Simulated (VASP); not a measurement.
# LaTlO2 (P4/nmm) in VASP: single point with r2SCAN+rVV10

Aim: the single point of LaTlO2 with r2SCAN+rVV10.

Program: VASP 6.6.1. These are calculated values, not measurements. Logs are shortened: lines on timing, memory, paths and dates and some standing lists are left out, and cuts for length are marked.

## (1) The cell of the first run

Symmetry: P4/nmm, No. 129, tetragonal system. Conventional cell: a = 3.520 Å, b = 3.520 Å, c = 12.481 Å, α = 90.00°, β = 90.00°, γ = 90.00°. Within 3.8 Å of Tl (site symmetry 4mm) lie 5 O at 2.73 to 3.71 Å and 8 Tl at 3.52 to 3.79 Å. Within 2.8 Å of O (site symmetry 4mm) lie 1 La at 2.12 Å and 4 Tl at 2.73 Å. O (site symmetry 4mm) has 5 La at 2.53 to 2.67 Å and 12 O at 3.32 to 3.59 Å and 1 Tl at 3.71 Å within 3.8 Å. Within 2.8 Å of La (site symmetry 4mm) lie 6 O at 2.12 to 2.67 Å.

## (2) Single point, r2SCAN+rVV10

POSCAR

```
LaTlO2
1.0
    3.5195413762      0.0000000000      0.0000000000
    0.0000000000      3.5195413762      0.0000000000
    0.0000000000      0.0000000000     12.4810838780
Tl O La
2 4 2
Direct
    0.5000000000      0.0000000000      0.8855266897
    0.0000000000      0.5000000000      0.1144733103
    0.5000000000      0.0000000000      0.2041413346
    0.0000000000      0.5000000000      0.4116766007
    0.5000000000      0.0000000000      0.5883233993
    0.0000000000      0.5000000000      0.7958586654
    0.5000000000      0.0000000000      0.3742902819
    0.0000000000      0.5000000000      0.6257097181
```

INCAR.step1

```
  ALGO = Normal
  EDIFF = 1E-4
  ENCUT = 520
  GGA = PE
  ISMEAR = -1
  LASPH = T
  LCHARG = F
  LREAL = F
  LWAVE = T
  NBANDS = 46
  NELM = 100
  PREC = Accurate
  SIGMA = 0.03
```

INCAR.step2

```
  ALGO = Normal
  BPARAM = 11.95
  CPARAM = 0.0093
  EDIFF = 1E-7
  ENCUT = 520
  ISIF = 2
  ISMEAR = -1
  ISTART = 1
  IVDW_NL = 2
  LASPH = T
  LCHARG = F
  LMIXTAU = T
  LREAL = F
  LUSE_VDW = T
  LWAVE = F
  METAGGA = R2SCAN
  NBANDS = 46
  NELM = 100
  PREC = Accurate
  SIGMA = 0.03
```

KPOINTS

```
k-points
0
Gamma
  8 8 2
```

Potentials or basis: VASP PAW PBE potentials, release 64 (Tl_d, O, La).

The run is started by

```console
$ cat potpaw_PBE.64/Tl_d/POTCAR potpaw_PBE.64/O/POTCAR potpaw_PBE.64/La/POTCAR > POTCAR
$ cp INCAR.step1 INCAR
$ mpirun -np 1 vasp_std > vasp.out
$ cp INCAR.step2 INCAR
$ mpirun -np 1 vasp_std > vasp.out
```

OUTCAR:

```text
BPARAM = 11.95
   EDIFF = 1E-7
   ENCUT = 520
   ISIF = 2
   ISMEAR = -1
   ISTART = 1
   IVDW_NL = 2
   LASPH = T
   LREAL = F
   METAGGA = R2SCAN
   NELM = 100
   PREC = Accurate

 ion  position               nearest neighbor table
   1  0.500  0.000  0.886-   6 2.73   6 2.73   6 2.73   6 2.73   2 3.79   2 3.79   2 3.79   2 3.79

   2  0.000  0.500  0.114-   3 2.73   3 2.73   3 2.73   3 2.73   1 3.79   1 3.79   1 3.79   1 3.79

   3  0.500  0.000  0.204-   7 2.12   2 2.73   2 2.73   2 2.73   2 2.73
   4  0.000  0.500  0.412-   7 2.53   7 2.53   7 2.53   7 2.53   8 2.67
   5  0.500  0.000  0.588-   8 2.53   8 2.53   8 2.53   8 2.53   7 2.67
   6  0.000  0.500  0.796-   8 2.12   1 2.73   1 2.73   1 2.73   1 2.73
   7  0.500  0.000  0.374-   3 2.12   4 2.53   4 2.53   4 2.53   4 2.53   5 2.67
   8  0.000  0.500  0.626-   6 2.12   5 2.53   5 2.53   5 2.53   5 2.53   4 2.67

  LATTYP: Found a simple tetragonal cell.
 ALAT       =     3.5195413762
 C/A-ratio  =     3.5462245060

  Lattice vectors:

 A1 = (   3.5195413762,   0.0000000000,   0.0000000000)
 A2 = (   0.0000000000,   3.5195413762,   0.0000000000)
 A3 = (   0.0000000000,   0.0000000000,  12.4810838780)

Analysis of symmetry for initial positions (statically):
=====================================================================
 Subroutine PRICEL returns:
 Original cell was already a primitive cell.

 Routine SETGRP: Setting up the symmetry group for a
 simple tetragonal supercell.

 Subroutine GETGRP returns: Found 16 space group operations
 (whereof  8 operations were pure point group operations)
 out of a pool of 16 trial point group operations.

The static configuration has the point symmetry D_2d.
 The point group associated with its full space group is D_4h.

Analysis of symmetry for dynamics (positions and initial velocities):
=====================================================================
 Subroutine PRICEL returns:
 Original cell was already a primitive cell.

 Routine SETGRP: Setting up the symmetry group for a
 simple tetragonal supercell.

 Subroutine GETGRP returns: Found 16 space group operations
 (whereof  8 operations were pure point group operations)
 out of a pool of 16 trial point group operations.

The dynamic configuration has the point symmetry D_2d.
 The point group associated with its full space group is D_4h.

 Subroutine INISYM returns: Found 16 space group operations
 (whereof  8 operations are pure point group operations),
 and found     1 'primitive' translations

----------------------------------------------------------------------------------------

                                     Primitive cell

  volume of cell :     154.6053

  direct lattice vectors                    reciprocal lattice vectors
     3.519541376  0.000000000  0.000000000     0.284127928  0.000000000  0.000000000
     0.000000000  3.519541376  0.000000000     0.000000000  0.284127928  0.000000000
     0.000000000  0.000000000 12.481083878     0.000000000  0.000000000  0.080121247

  length of vectors
     3.519541376  3.519541376 12.481083878     0.284127928  0.284127928  0.080121247

  position of ions in fractional coordinates (direct lattice)
     0.500000000  0.000000000  0.885526690
     0.000000000  0.500000000  0.114473310
     0.500000000  0.000000000  0.204141335
     0.000000000  0.500000000  0.411676601
     0.500000000  0.000000000  0.588323399
     0.000000000  0.500000000  0.795858665
     0.500000000  0.000000000  0.374290282
     0.000000000  0.500000000  0.625709718

  ion indices of the primitive-cell ions
   primitive index   ion index
                 1           1
                 2           2
                 3           3
                 4           4
                 5           5
                 6           6
                 7           7
                 8           8

----------------------------------------------------------------------------------------

 KPOINTS: k-points

Automatic generation of k-mesh.
 Grid dimensions read from file:
 generate k-points for:    8    8    2

 Generating k-lattice:

  Cartesian coordinates                     Fractional coordinates (reciprocal lattice)
     0.035515991  0.000000000  0.000000000     0.125000000  0.000000000  0.000000000
     0.000000000  0.035515991  0.000000000     0.000000000  0.125000000  0.000000000
     0.000000000  0.000000000  0.040060623     0.000000000  0.000000000  0.500000000

  Length of vectors
     0.035515991  0.035515991  0.040060623

  Shift w.r.t. Gamma in fractional coordinates (k-lattice)
     0.000000000  0.000000000  0.000000000

 Subroutine IBZKPT returns following result:
 ===========================================

 Found     30 irreducible k-points:

 Following reciprocal coordinates:
            Coordinates               Weight
  0.000000  0.000000  0.000000      1.000000
  0.125000  0.000000  0.000000      4.000000
  0.250000  0.000000  0.000000      4.000000
  0.375000  0.000000  0.000000      4.000000
  0.500000  0.000000  0.000000      2.000000
  0.125000  0.125000  0.000000      4.000000
[... 16 lines left out ...]
  0.375000  0.125000  0.500000      8.000000
  0.500000  0.125000  0.500000      4.000000
 [... further k-points ...]
   k-points           NKPTS =     30   k-points in BZ     NKDIM =     30   number of bands    NBANDS=     46
   number of dos      NEDOS =    301   number of ions     NIONS =      8
   total plane-waves  NPLWV =  75264
   dimension x,y,z NGX =    28 NGY =   28 NGZ =   96
   dimension x,y,z NGXF=    56 NGYF=   56 NGZF=  192
   ions per type =               2   4   2
   NGX,Y,Z   is equivalent  to a cutoff of  13.23, 13.23, 12.79 a.u.
   NGXF,Y,Z  is equivalent  to a cutoff of  26.45, 26.45, 25.57 a.u.
 SYSTEM =  unknown system
   PREC   = accura    normal or accurate (medium, high low for compatibility)
   ISTART =      1    job   : 0-new  1-cont  2-samecut
   ICHARG =      0    charge: 1-file 2-atom 10-const
   ISPIN  =      1    spin polarized calculation?
   LNONCOLLINEAR =      F non collinear calculations
   LSORBIT =      F    spin-orbit coupling
   LASPH  =      T    aspherical Exc in radial PAW
   ENCUT  =  520.0 eV  38.22 Ry    6.18 a.u.   6.54  6.54 23.21*2*pi/ulx,y,z
   NELM   =    100;   NELMIN=  2; NELMDL=  0     # of ELM steps
   EDIFF  = 0.1E-06   stopping-criterion for ELM
   LREAL  =      F    real-space projection
   EDIFFG = 0.1E-05   stopping-criterion for IOM
   NSW    =      0    number of steps for IOM
   IBRION =     -1    ionic relax: 0-MD 1-quasi-New 2-CG
   NFREE  =      0    steps in history (QN), initial steepest desc. (CG)
   ISIF   =      2    stress and relaxation
   ISYM   =      2    0-nonsym 1-usesym 2-fastsym
   POTIM  = 0.5000    time-step for ionic-motion
   TEBEG  =    0.0;   TEEND  =   0.0 temperature during run
   PSTRESS=    0.0 pullay stress
   NELECT =      72.0000    total number of electrons
   NUPDOWN=      -1.0000    fix difference up-down
   EMIN   =  10.00;   EMAX   =-10.00  energy-range for DOS
   EFERMI =   0.00;   METHOD = LEGACY
   ISMEAR =    -1;   SIGMA  =   0.03  broadening in eV -4-tet -1-fermi 0-gaus
   EFERMI_NEDOS =   21; number of points for ismear=-14 and -15
   IALGO  =     38    algorithm
   IMIX   =      4    mixing-type and parameters
     AMIX     =   0.40;   BMIX     =  1.00
     AMIX_MAG =   1.60;   BMIX_MAG =  1.00
  volume/ion in A,a.u.               =      19.33       130.42
  Fermi-wavevector in a.u.,A,eV,Ry     =   1.268949  2.397966 21.908532  1.610232
  Thomas-Fermi vector in A             =   2.402016
   LORBIT       =      0    0 simple, 1 ext, 2 COOP (PROOUT), +10 PAW based schemes
   METAGGA = R2SCAN    functional components
   LHFCALC =     F    Hartree Fock is set to
   AEXX    =    0.0000 exact exchange contribution
   IVDW_NL    =     2    kernel type
   BPARAM     =11.9500
   IVDW    =     0    specifies the selected vdW correction
   LEPSILON=     F    determine dielectric tensor
   LRPA    =     F    only Hartree local field effects (RPA)
 non-spin polarized calculation
  energy-cutoff  :      520.00
  volume of cell :      154.61
 maximum number of plane-waves:      4222
 NGX is ok and might be reduce to    28
   NGX = 13   NGY = 13   NGZ = 47

 number of electron      72.0000010 magnetization

 Free energy of the ion-electron system (eV)
  ---------------------------------------------------
  ext. energy  EPLUGINS =         0.00000000
  ---------------------------------------------------
  free energy    TOTEN  =      -206.76042289 eV

  energy without entropy =     -206.76042287  energy(sigma->0) =     -206.76042288

 E-fermi :   5.8320     XC(G=0): -10.7045

 val. band max:        5.3410945248   @ k =   0.2500   0.1250   0.5000
 cond. band min:       6.2717179665   @ k =   0.0000   0.0000   0.5000
 fundamental gap:      0.9306234416
 Fermi energy:         5.8319987913

 k-point     1 :       0.0000    0.0000    0.0000
  band No.  band energies     occupation
      1     -26.7643      2.00000
      2     -26.6701      2.00000
      3     -13.6777      2.00000
      4     -13.0438      2.00000
      5     -12.6599      2.00000
      6     -12.3009      2.00000
[... 38 lines left out ...]
     45      10.1329      0.00000
     46      10.2080      0.00000

 k-point     2 :       0.1250    0.0000    0.0000
  band No.  band energies     occupation
      1     -26.7354      2.00000
      2     -26.6476      2.00000
      3     -13.7029      2.00000
      4     -13.0519      2.00000
      5     -12.8612      2.00000
      6     -12.4406      2.00000
[... 38 lines left out ...]
     45      10.1102      0.00000
     46      10.2218      0.00000

 k-point     3 :       0.2500    0.0000    0.0000
  band No.  band energies     occupation
      1     -26.6625      2.00000
      2     -26.5941      2.00000
      3     -13.8163      2.00000
      4     -13.4191      2.00000
      5     -12.9356      2.00000
      6     -12.6866      2.00000
[... 1018 lines left out ...]
     45      10.0487      0.00000
     46      10.1479      0.00000

 k-point    24 :       0.5000    0.1250    0.5000
  band No.  band energies     occupation
      1     -26.5151      2.00000
      2     -26.5151      2.00000
      3     -13.9590      2.00000
      4     -13.9590      2.00000
      5     -12.8313      2.00000
      6     -12.8313      2.00000
[... 38 lines left out ...]
     45      10.0371      0.00000
     46      10.0371      0.00000

 [... further k-points ...]

------------------------ aborting loop because EDIFF is reached ----------------------------------------

  FORCE on cell =-STRESS in cart. coord.  units (eV):
  Direction    XX          YY          ZZ          XY          YZ          ZX
  --------------------------------------------------------------------------------------
  -------------------------------------------------------------------------------------
  Total        0.0389342      0.0389342     -0.0340709      0.0000000     -0.0000000      0.0000000
  in kB        0.4034757      0.4034757     -0.3530774      0.0000000     -0.0000000      0.0000000
  external PRESSURE =       0.1512913 kB  Pullay stress =       0.0000000 kB

 VOLUME and BASIS-vectors are now :
 -----------------------------------------------------------------------------
  energy-cutoff  :      520.00
  volume of cell :      154.61
      direct lattice vectors                 reciprocal lattice vectors
     3.519541376  0.000000000  0.000000000     0.284127928  0.000000000  0.000000000
     0.000000000  3.519541376  0.000000000     0.000000000  0.284127928  0.000000000
     0.000000000  0.000000000 12.481083878     0.000000000  0.000000000  0.080121247

 POSITION                                       TOTAL-FORCE (eV/Angst)
 -----------------------------------------------------------------------------------
      1.75977      0.00000     11.05233        -0.000000     -0.000000      0.023478
      0.00000      1.75977      1.42875         0.000000     -0.000000     -0.023478
      1.75977      0.00000      2.54791         0.000000     -0.000000      0.030351
      0.00000      1.75977      5.13817         0.000000     -0.000000     -0.003801
      1.75977      0.00000      7.34291         0.000000     -0.000000      0.003801
      0.00000      1.75977      9.93318         0.000000      0.000000     -0.030351
      1.75977      0.00000      4.67155         0.000000     -0.000000      0.004434
      0.00000      1.75977      7.80954         0.000000     -0.000000     -0.004434
 -----------------------------------------------------------------------------------
    total drift:                                0.000000      0.000000      0.000000

  FREE ENERGIE OF THE ION-ELECTRON SYSTEM (eV)
  ---------------------------------------------------
  free  energy   TOTEN  =      -206.7604228885 eV

  energy  without entropy=     -206.7604228750  energy(sigma->0) =     -206.76042288
```

It took 23 min on 1 thread of Intel Xeon 6975P-C (Granite Rapids), shared host; peak memory 0.72 GiB.

Results:

- Free energy: -206.7604 eV
- Pressure: 0.0 GPa
- Largest force: 0.030 eV/Å
- Band gap on the k mesh: 0.93 eV (least direct gap 1.34 eV)

Forces on the atoms (eV/Å):
```
Tl   0.000  0.000  0.023
Tl   0.000  0.000 -0.023
O    0.000  0.000  0.030
O    0.000  0.000 -0.004
O    0.000  0.000  0.004
O    0.000  0.000 -0.030
La   0.000  0.000  0.004
La   0.000  0.000 -0.004
```

Levels at points of the mesh, in eV from the valence-band top:
```tsv
k point	band 33	band 34	band 35	band 36	band 37	band 38	band 39	band 40
(0.00, 0.00, 0.00)	-1.34	-1.34	-0.54	-0.48	0.93	1.64	1.64	4.13
(0.50, 0.00, 0.00)	-1.09	-1.09	-0.59	-0.59	3.19	3.19	4.09	4.09
(0.50, 0.50, 0.00)	-1.62	-1.62	-1.07	-1.07	3.13	3.13	3.56	3.56
(0.00, 0.00, 0.50)	-1.31	-1.31	-0.82	-0.41	0.93	1.64	1.89	3.65
(0.50, 0.00, 0.50)	-1.09	-1.09	-0.74	-0.74	3.15	3.15	4.10	4.10
(0.50, 0.50, 0.50)	-1.65	-1.65	-1.00	-1.00	3.31	3.31	3.34	3.34
```

Caveat: the PAW data sets were made with another functional, which shifts forces and pressure a little; spin-orbit coupling is left out, which moves the levels of the heavy elements.
